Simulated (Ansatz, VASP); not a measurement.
# Two plane-wave programs on Al3BP4

```
CELL_PARAMETERS angstrom
3.68865 0.00000 0.00000
0.00000 3.68865 0.00000
0.00000 0.00000 10.84215
ATOMIC_POSITIONS crystal
Al 0.50000 0.50000 0.76625
Al 0.00000 0.00000 0.50000
Al 0.50000 0.50000 0.23375
B 0.00000 0.00000 0.00000
P 0.00000 0.50000 0.09858
P 0.50000 0.00000 0.90142
P 0.00000 0.50000 0.63325
P 0.50000 0.00000 0.36675
```

Alike in both runs: functional PBE; k mesh 8 × 8 × 4; occupations gaussian, width 0.02 eV; no spin polarisation.

Ansatz relaxed the structure, and its values are those at the end. VASP's run is a single point on that final structure, the one shown.

|  | VASP | Ansatz |
| --- | --- | --- |
| version | VASP 6.6.1 | Ansatz 0.2.0 |
| potentials or method | VASP PAW PBE potentials, release 64 (Al, B, P), cutoff 520 eV | scalar-relativistic, plane waves, PAW |
| valence electrons in the cell | 32 | 32 |

```tsv
	VASP	Ansatz	Ansatz less VASP
gap on the k mesh at the Fermi level (eV)	0.97	0.97	+0.002
least direct gap on the mesh (eV)	0.97	0.97	+0.002
pressure (GPa)	-0.1	0.0	+0.11
rms of the force components (eV/Å)	0.003	0.003	-0.0008
```
